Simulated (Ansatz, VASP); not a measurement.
One calculation of Os, two programs

```
Os
1.0
     0.00000    1.78213    2.31676
     1.78213    0.00000    2.31676
     1.78213    1.78213    0.00000
Os
1
Direct
  0.00000 0.00000 0.00000
```

Alike in both runs: task single point; functional r2SCAN; k mesh 24 × 24 × 24; occupations gaussian, width 0.15 eV; no spin polarisation.

|  | VASP | Ansatz |
| --- | --- | --- |
| version | VASP 6.6.1 | Ansatz 0.2.0 |
| potentials or method | VASP PAW PBE potentials, release 64 (Os), cutoff 520 eV | scalar-relativistic, plane waves, PAW |
| valence electrons in the cell | 8 | 16 |

```tsv
	VASP	Ansatz	Ansatz less VASP
gap on the k mesh at the Fermi level (eV)	none	none	-
pressure (GPa)	0.9	0.1	-0.87
traceless stress, the component that is largest in VASP (GPa)	-59.68	-60.21	-0.531
```

VASP's potentials were made for PBE, not for r2SCAN. A gap of «none» marks a metal or a gap that the smearing closes. With one functional, cell and mesh, what is left measures potentials, basis and numerics. VASP's potentials hold 8 valence electrons a cell and Ansatz's 16, so a difference there can come from the potentials and not from the codes.

Spin-orbit coupling is off throughout.
